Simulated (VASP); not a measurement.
A run of VASP 6.6.1:

Contents of POSCAR:

```
Rb2Pd
1.0
    0.0000000000      4.0960907804      4.1780125960
    4.0960907804      0.0000000000      4.1780125960
    4.0960907804      4.0960907804      0.0000000000
Rb Pd
2 1
Direct
    0.2500000000      0.2500000000      0.2500000000
    0.7500000000      0.7500000000      0.7500000000
    0.0000000000      0.0000000000      0.0000000000
```

File INCAR.step1:

```
SYSTEM = Rb2Pd
  PREC = Accurate
  ENCUT = 520
  ISMEAR = -1
  SIGMA = 0.1
  LREAL = .False.
  LASPH = .True.
  NELM = 100
  NBANDS = 21
  GGA = PE
  ALGO = Normal
  EDIFF = 1E-4
  LWAVE = .True.
  LCHARG = .False.
```

INCAR.step2

```
SYSTEM = Rb2Pd
  PREC = Accurate
  ENCUT = 520
  EDIFF = 1E-6
  ISMEAR = -1
  SIGMA = 0.1
  LREAL = .False.
  LASPH = .True.
  NELM = 100
  ALGO = Normal
  ISIF = 2
  LWAVE = .False.
  LCHARG = .False.
  METAGGA = R2SCAN
  LMIXTAU = .True.
  NBANDS = 21
  ISTART = 1
```

KPOINTS

```
Automatic mesh
0
Gamma
  7 7 7
  0 0 0
```

Potentials or basis: VASP PAW PBE potentials, release 64 (Rb_sv, Pd).

The run is started by

```bash
$ cat potpaw_PBE.64/Rb_sv/POTCAR potpaw_PBE.64/Pd/POTCAR > POTCAR
$ cp INCAR.step1 INCAR
$ mpirun -np 1 vasp_std > vasp.out
$ cp INCAR.step2 INCAR
$ mpirun -np 1 vasp_std > vasp.out
```

Hardware: 1 thread of Intel(R) Xeon(R) 6975P-C (Granite Rapids) (shared host).

Question: Estimate the wall time of this run.

Answer: Wall time 6.5 min on 1 thread of Intel(R) Xeon(R) 6975P-C (Granite Rapids), with other jobs on the host, peak memory 0.42 GiB. Counts: k points 40.
